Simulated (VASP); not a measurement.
A run of VASP 6.6.1 is set up as follows.

The input POSCAR:

```
Mg
1.0
    0.0000000000      2.2442560000      2.2442560000
    2.2442560000      0.0000000000      2.2442560000
    2.2442560000      2.2442560000      0.0000000000
Mg
1
Direct
    0.0000000000      0.0000000000      0.0000000000
```

The input INCAR.step1:

```
SYSTEM = Mg
PREC = Accurate
ENCUT = 660
ISMEAR = -1
SIGMA = 0.1
LREAL = .False.
LASPH = .True.
NELM = 120
NBANDS = 7
GGA = PE
ALGO = Normal
EDIFF = 1E-5
LWAVE = .True.
LCHARG = .False.
GGA_COMPAT = .False.
```

File INCAR.step2:

```
SYSTEM = Mg
PREC = Accurate
ENCUT = 660
EDIFF = 1E-6
ISMEAR = -1
SIGMA = 0.1
LREAL = .False.
LASPH = .True.
NELM = 120
ALGO = Normal
ISIF = 2
LWAVE = .False.
LCHARG = .True.
METAGGA = R2SCAN
LMIXTAU = .True.
LELF = .True.
LVHAR = .True.
NBANDS = 7
ISTART = 1
GGA_COMPAT = .False.
```

File KPOINTS:

```
regular mesh
0
Gamma
  8 8 8
  0 0 0
```

Potentials or basis: VASP PAW PBE potentials, release 64 (Mg).

Run with:

```sh
$ cat potpaw_PBE.64/Mg/POTCAR > POTCAR
$ cp INCAR.step1 INCAR
$ mpirun -np 1 vasp_std > vasp.out
$ cp INCAR.step2 INCAR
$ mpirun -np 1 vasp_std > vasp.out
```

What does it give for the pressure?

0.0 GPa.

Estimate the band gap on the k mesh.

zero (bands 1 and 2 overlap by 2.76 eV).

Caveat: the PAW data sets were made with another functional, which shifts forces and pressure a little.
